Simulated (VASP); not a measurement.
A run of VASP 6.6.1 is set up as follows.

The input INCAR:

```
SYSTEM = PbS
  PREC = Accurate
  ENCUT = 520
  EDIFF = 1E-6
  ISMEAR = -1
  SIGMA = 0.1
  LREAL = .FALSE.
  LASPH = .TRUE.
  NELM = 80
  ALGO = Normal
  ISIF = 2
  LWAVE = .FALSE.
  LCHARG = .FALSE.
  GGA = PS
  NBANDS = 17
```

File KPOINTS:

```
regular mesh
0
G
  14 14 14
  0 0 0
```

The input POSCAR:

```
PbS
1.0
    0.0000000000      2.4180478334      2.4180478334
    2.4180478334      0.0000000000      2.4180478334
    2.4180478334      2.4180478334      0.0000000000
Pb S
1 1
Direct
    0.0000000000      0.0000000000      0.0000000000
    0.5000000000      0.5000000000      0.5000000000
```

Potentials or basis: VASP PAW PBE potentials, release 64 (Pb_d, S).

The run is started by

```console
$ cat potpaw_PBE.64/Pb_d/POTCAR potpaw_PBE.64/S/POTCAR > POTCAR
$ mpirun -np 1 vasp_std > vasp.out
```

Task: What does it give for the band gap on the k mesh?

Result: Zero (bands 10 and 11 overlap by 1.09 eV).

Task: Estimate the pressure.

Result: 121.5 GPa.

Caveat: the cell stands under pressure; the PAW data sets were made with another functional, which shifts forces and pressure a little; spin-orbit coupling is left out, which moves the levels of the heavy elements.
